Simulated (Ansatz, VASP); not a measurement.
## MoSe: VASP beside Ansatz

```
CELL_PARAMETERS angstrom
0.00000 2.83929 2.83929
2.83929 0.00000 2.83929
2.83929 2.83929 0.00000
ATOMIC_POSITIONS crystal
Mo 0.00000 0.00000 0.00000
Se 0.25000 0.25000 0.25000
```

Alike in both runs: task single point; functional PBE; k mesh 12 × 12 × 12; occupations gaussian, width 0.1 eV; collinear spin.

```csv
,VASP,Ansatz
version,VASP 6.6.1,Ansatz 0.2.0
potentials or method,"VASP PAW PBE potentials, release 64 (Mo_sv, Se), cutoff 520 eV","scalar-relativistic, plane waves, PAW"
valence electrons in the cell,20,30
```

```csv
,VASP,Ansatz,Ansatz less VASP
gap on the k mesh at the Fermi level (eV),none,none,-
pressure (GPa),0.2,0.0,-0.17
net moment per atom (μB),0.58,0.58,+0.001
size of the moment on the site where the two differ most (μB),1.03,0.82,-0.211
```

Site moments also hang on the region over which each program counts them. A gap of «none» marks a metal or a gap that the smearing closes. VASP's potentials hold 20 valence electrons a cell and Ansatz's 30, so a difference there can come from the potentials and not from the codes.
